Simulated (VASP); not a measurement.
# Bi (R-3m) in VASP: single point with LDA

Aim: the single point of Bi with LDA.

Everything below comes from runs of VASP 6.6.1. Logs are shortened: lines on timing, memory, paths and dates and some standing lists are left out, and cuts for length are marked.

**1. The cell of the first run**

The structure is trigonal, space group R-3m (No. 166). Conventional cell: a = 4.491 Å, b = 4.491 Å, c = 11.498 Å, α = 90.00°, β = 90.00°, γ = 120.00°. Within 4.0 Å of Bi (site symmetry 3m) lie 6 Bi at 3.06 to 3.41 Å.

**2. Single point, LDA**

POSCAR reads:

```
Bi
1.0
    2.2456620758      1.2965336040      3.8325417005
   -2.2456620758      1.2965336040      3.8325417005
    0.0000000000     -2.5930672079      3.8325417005
Bi
2
Direct
    0.2372818731      0.2372818731      0.2372818731
    0.7627181269      0.7627181269      0.7627181269
```

INCAR.step1 reads:

```
SYSTEM = Bi
PREC = Accurate ; ENCUT = 520
EDIFF = 1E-7 ; ISMEAR = 0
SIGMA = 0.05 ; LREAL = .FALSE.
LASPH = .TRUE. ; NELM = 100
ALGO = Normal ; ISIF = 2
LWAVE = .FALSE. ; LCHARG = .TRUE.
GGA = CA ; NBANDS = 22
```

KPOINTS.step1 reads:

```
regular mesh
0
G
  12 12 12
  0 0 0
```

INCAR.step2 reads:

```
SYSTEM = Bi
PREC = Accurate ; ENCUT = 520
EDIFF = 1E-7 ; ISMEAR = -5
SIGMA = 0.05 ; LREAL = .FALSE.
LASPH = .TRUE. ; NELM = 100
ALGO = Normal ; ISIF = 2
LWAVE = .FALSE. ; LCHARG = .FALSE.
GGA = CA ; LORBIT = 11
NEDOS = 2001 ; ICHARG = 11
```

KPOINTS.step2 reads:

```
regular mesh
0
G
  18 18 18
  0 0 0
```

Potentials or basis: VASP PAW LDA potentials, release 64 (Bi_d).

Command:

```
> cat potpaw_LDA.64/Bi_d/POTCAR > POTCAR
> cp INCAR.step1 INCAR
> cp KPOINTS.step1 KPOINTS
> mpirun -np 1 vasp_std > vasp.out
> cp INCAR.step2 INCAR
> cp KPOINTS.step2 KPOINTS
> mpirun -np 1 vasp_std > vasp.out
```

OUTCAR:

```text
SYSTEM = Bi
   PREC = Accurate
   ENCUT = 520
   EDIFF = 1E-7
   ISMEAR = -5
   LREAL = .FALSE.
   LASPH = .TRUE.
   NELM = 100
   ISIF = 2
   GGA = CA
   LORBIT = 11
   ICHARG = 11

 ion  position               nearest neighbor table
   1  0.237  0.237  0.237-   2 3.06   2 3.06   2 3.06   2 3.41   2 3.41   2 3.41
   2  0.763  0.763  0.763-   1 3.06   1 3.06   1 3.06   1 3.41   1 3.41   1 3.41

  LATTYP: Found a trigonal (rhomboedric) cell.
 ALAT       =     4.6273505844
 COS(alpha) =     0.5289641127

  Lattice vectors:

 A1 = (   2.2456620758,   1.2965336040,   3.8325417005)
 A2 = (  -2.2456620758,   1.2965336040,   3.8325417005)
 A3 = (   0.0000000000,  -2.5930672079,   3.8325417005)

Analysis of symmetry for initial positions (statically):
=====================================================================
 Subroutine PRICEL returns:
 Original cell was already a primitive cell.

 Routine SETGRP: Setting up the symmetry group for a
 trigonal (rhombohedral) supercell.

 Subroutine GETGRP returns: Found 12 space group operations
 (whereof 12 operations were pure point group operations)
 out of a pool of 12 trial point group operations.

The static configuration has the point symmetry D_3d.

Analysis of symmetry for dynamics (positions and initial velocities):
=====================================================================
 Subroutine PRICEL returns:
 Original cell was already a primitive cell.

 Routine SETGRP: Setting up the symmetry group for a
 trigonal (rhombohedral) supercell.

 Subroutine GETGRP returns: Found 12 space group operations
 (whereof 12 operations were pure point group operations)
 out of a pool of 12 trial point group operations.

The dynamic configuration has the point symmetry D_3d.

 Subroutine INISYM returns: Found 12 space group operations
 (whereof 12 operations are pure point group operations),
 and found     1 'primitive' translations

----------------------------------------------------------------------------------------

                                     Primitive cell

  volume of cell :      66.9524

  direct lattice vectors                    reciprocal lattice vectors
     2.245662076  1.296533604  3.832541701     0.222651487  0.128547896  0.086974483
    -2.245662076  1.296533604  3.832541701    -0.222651487  0.128547896  0.086974483
     0.000000000 -2.593067208  3.832541701     0.000000000 -0.257095792  0.086974483

  length of vectors
     4.627350584  4.627350584  4.627350584     0.271408929  0.271408929  0.271408929

  position of ions in fractional coordinates (direct lattice)
     0.237281873  0.237281873  0.237281873
     0.762718127  0.762718127  0.762718127

  ion indices of the primitive-cell ions
   primitive index   ion index
                 1           1
                 2           2

----------------------------------------------------------------------------------------

 KPOINTS: regular mesh

Automatic generation of k-mesh.
 Grid dimensions read from file:
 generate k-points for:   18   18   18

 Generating k-lattice:

  Cartesian coordinates                     Fractional coordinates (reciprocal lattice)
     0.012369527  0.007141550  0.004831916     0.055555556 -0.000000000 -0.000000000
    -0.012369527  0.007141550  0.004831916    -0.000000000  0.055555556 -0.000000000
     0.000000000 -0.014283100  0.004831916     0.000000000  0.000000000  0.055555556

  Length of vectors
     0.015078274  0.015078274  0.015078274

  Shift w.r.t. Gamma in fractional coordinates (k-lattice)
     0.000000000  0.000000000  0.000000000

 TETIRR: Found   2916 inequivalent tetrahedra from    34992

 Subroutine IBZKPT returns following result:
 ===========================================

 Found    580 irreducible k-points:

 Following reciprocal coordinates:
            Coordinates               Weight
  0.000000  0.000000  0.000000      1.000000
  0.055556  0.000000  0.000000      6.000000
  0.111111  0.000000  0.000000      6.000000
  0.166667  0.000000  0.000000      6.000000
  0.222222  0.000000  0.000000      6.000000
  0.277778  0.000000  0.000000      6.000000
[... 16 lines left out ...]
 -0.277778  0.055556 -0.000000     12.000000
 -0.222222  0.055556 -0.000000     12.000000
 [... further k-points ...]
   k-points           NKPTS =    580   k-points in BZ     NKDIM =    580   number of bands    NBANDS=     19
   number of dos      NEDOS =   2001   number of ions     NIONS =      2
   total plane-waves  NPLWV =  46656
   dimension x,y,z NGX =    36 NGY =   36 NGZ =   36
   dimension x,y,z NGXF=    72 NGYF=   72 NGZF=   72
   ions per type =               2
   NGX,Y,Z   is equivalent  to a cutoff of  12.93, 12.93, 12.93 a.u.
   NGXF,Y,Z  is equivalent  to a cutoff of  25.87, 25.87, 25.87 a.u.
 SYSTEM =  Bi
   PREC   = accura    normal or accurate (medium, high low for compatibility)
   ISTART =      0    job   : 0-new  1-cont  2-samecut
   ICHARG =     11    charge: 1-file 2-atom 10-const
   ISPIN  =      1    spin polarized calculation?
   LNONCOLLINEAR =      F non collinear calculations
   LSORBIT =      F    spin-orbit coupling
   LASPH  =      T    aspherical Exc in radial PAW
   ENCUT  =  520.0 eV  38.22 Ry    6.18 a.u.   8.60  8.60  8.60*2*pi/ulx,y,z
   NELM   =    100;   NELMIN=  2; NELMDL=  0     # of ELM steps
   EDIFF  = 0.1E-06   stopping-criterion for ELM
   LREAL  =      F    real-space projection
   EDIFFG = 0.1E-05   stopping-criterion for IOM
   NSW    =      0    number of steps for IOM
   IBRION =     -1    ionic relax: 0-MD 1-quasi-New 2-CG
   NFREE  =      0    steps in history (QN), initial steepest desc. (CG)
   ISIF   =      2    stress and relaxation
   ISYM   =      2    0-nonsym 1-usesym 2-fastsym
   POTIM  = 0.5000    time-step for ionic-motion
   TEBEG  =    0.0;   TEEND  =   0.0 temperature during run
   PSTRESS=    0.0 pullay stress
   NELECT =      30.0000    total number of electrons
   NUPDOWN=      -1.0000    fix difference up-down
   EMIN   =  10.00;   EMAX   =-10.00  energy-range for DOS
   EFERMI =   0.00;   METHOD = LEGACY
   ISMEAR =    -5;   SIGMA  =   0.05  broadening in eV -4-tet -1-fermi 0-gaus
   EFERMI_NEDOS =   21; number of points for ismear=-14 and -15
   IALGO  =     38    algorithm
   IMIX   =      4    mixing-type and parameters
     AMIX     =   0.40;   BMIX     =  1.00
     AMIX_MAG =   1.60;   BMIX_MAG =  1.00
  volume/ion in A,a.u.               =      33.48       225.91
  Fermi-wavevector in a.u.,A,eV,Ry     =   1.252737  2.367329 21.352293  1.569349
  Thomas-Fermi vector in A             =   2.386623
   LORBIT       =     11    0 simple, 1 ext, 2 COOP (PROOUT), +10 PAW based schemes
   GGA     = CA    functional components
   LHFCALC =     F    Hartree Fock is set to
   AEXX    =    0.0000 exact exchange contribution
   IVDW    =     0    specifies the selected vdW correction
   LEPSILON=     F    determine dielectric tensor
   LRPA    =     F    only Hartree local field effects (RPA)
 non-spin polarized calculation
 Fermi weights with tetrahedron method with Bloechl corrections
  energy-cutoff  :      520.00
  volume of cell :       66.95
 maximum number of plane-waves:      1835

 number of electron      30.0000007 magnetization

 Free energy of the ion-electron system (eV)
  ---------------------------------------------------
  ext. energy  EPLUGINS =         0.00000000
  ---------------------------------------------------
  free energy    TOTEN  =        -9.12117696 eV

  energy without entropy =       -9.12117696  energy(sigma->0) =       -9.12117696

 E-fermi :   6.6005     XC(G=0): -10.0377

 val. band max:        6.6605409597   @ k =   0.2222   0.2222   0.1111
 cond. band min:       6.4262024587   @ k =   0.5000   0.0000   0.0000
 fundamental gap:     -0.2343385011
 Fermi energy:         6.6004605204

 k-point     1 :       0.0000    0.0000    0.0000
  band No.  band energies     occupation
      1     -16.2890      2.00000
      2     -16.2890      2.00000
      3     -16.1147      2.00000
      4     -16.1147      2.00000
      5     -16.1036      2.00000
      6     -15.9042      2.00000
[... 11 lines left out ...]
     18       9.7501      0.00000
     19      12.2221      0.00000

 k-point     2 :       0.0556    0.0000    0.0000
  band No.  band energies     occupation
      1     -16.2860      2.00000
      2     -16.2856      2.00000
      3     -16.1134      2.00000
      4     -16.1128      2.00000
      5     -16.1018      2.00000
      6     -15.9058      2.00000
[... 11 lines left out ...]
     18       9.6584      0.00000
     19      12.0782      0.00000

 k-point     3 :       0.1111    0.0000    0.0000
  band No.  band energies     occupation
      1     -16.2772      2.00000
      2     -16.2755      2.00000
      3     -16.1095      2.00000
      4     -16.1071      2.00000
      5     -16.0966      2.00000
      6     -15.9106      2.00000
[... 11 lines left out ...]
     18       9.4082      0.00000
     19      11.7599      0.00000

 k-point     4 :       0.1667    0.0000    0.0000
  band No.  band energies     occupation
      1     -16.2631      2.00000
      2     -16.2591      2.00000
      3     -16.1036      2.00000
      4     -16.0979      2.00000
      5     -16.0878      2.00000
      6     -15.9191      2.00000
[... 407 lines left out ...]
     18       8.5872      0.00000
     19      12.5835      0.00000

 k-point    23 :      -0.2778    0.0556   -0.0000
  band No.  band energies     occupation
      1     -16.2254      2.00000
      2     -16.1827      2.00000
      3     -16.0865      2.00000
      4     -16.0672      2.00000
      5     -16.0458      2.00000
      6     -15.9632      2.00000
[... 11 lines left out ...]
     18       8.9252      0.00000
     19      12.0674      0.00000

 k-point    24 :      -0.2222    0.0556   -0.0000
  band No.  band energies     occupation
      1     -16.2468      2.00000
      2     -16.2132      2.00000
      3     -16.0950      2.00000
      4     -16.0818      2.00000
      5     -16.0631      2.00000
      6     -15.9441      2.00000
[... 11 lines left out ...]
     18       9.2626      0.00000
     19      11.7082      0.00000

 [... further k-points ...]

------------------------ aborting loop because EDIFF is reached ----------------------------------------

  FORCE on cell =-STRESS in cart. coord.  units (eV):
  Direction    XX          YY          ZZ          XY          YZ          ZX
  --------------------------------------------------------------------------------------
  -------------------------------------------------------------------------------------
  Total        0.0856714      0.0856714      0.0533020      0.0000000      0.0000000      0.0000000
  in kB        2.0501249      2.0501249      1.2755218      0.0000000      0.0000000      0.0000000
  external PRESSURE =       1.7919238 kB  Pullay stress =       0.0000000 kB

 VOLUME and BASIS-vectors are now :
 -----------------------------------------------------------------------------
  energy-cutoff  :      520.00
  volume of cell :       66.95
      direct lattice vectors                 reciprocal lattice vectors
     2.245662076  1.296533604  3.832541701     0.222651487  0.128547896  0.086974483
    -2.245662076  1.296533604  3.832541701    -0.222651487  0.128547896  0.086974483
     0.000000000 -2.593067208  3.832541701     0.000000000 -0.257095792  0.086974483

 POSITION                                       TOTAL-FORCE (eV/Angst)
 -----------------------------------------------------------------------------------
      0.00000      0.00000      2.72818         0.000000      0.000000      0.022636
      0.00000      0.00000      8.76945         0.000000     -0.000000     -0.022636
 -----------------------------------------------------------------------------------
    total drift:                               -0.000000      0.000000     -0.000000

  FREE ENERGIE OF THE ION-ELECTRON SYSTEM (eV)
  ---------------------------------------------------
  free  energy   TOTEN  =        -9.1211769564 eV

  energy  without entropy=       -9.1211769564  energy(sigma->0) =       -9.12117696

 total charge

# of ion       s       p       d       tot
------------------------------------------
    1        1.533   1.382   9.915  12.829
    2        1.533   1.382   9.915  12.829
--------------------------------------------------
tot          3.065   2.764  19.830  25.659
```

Run time: 11 min. Hardware: 1 thread of Oxide Virtual Turin-like, shared host; peak memory 0.61 GiB.

What came out:

```
Valence electrons inside the program's atomic spheres : Bi 12.83
```

Caveat: spin-orbit coupling is left out, which moves the levels of the heavy elements.
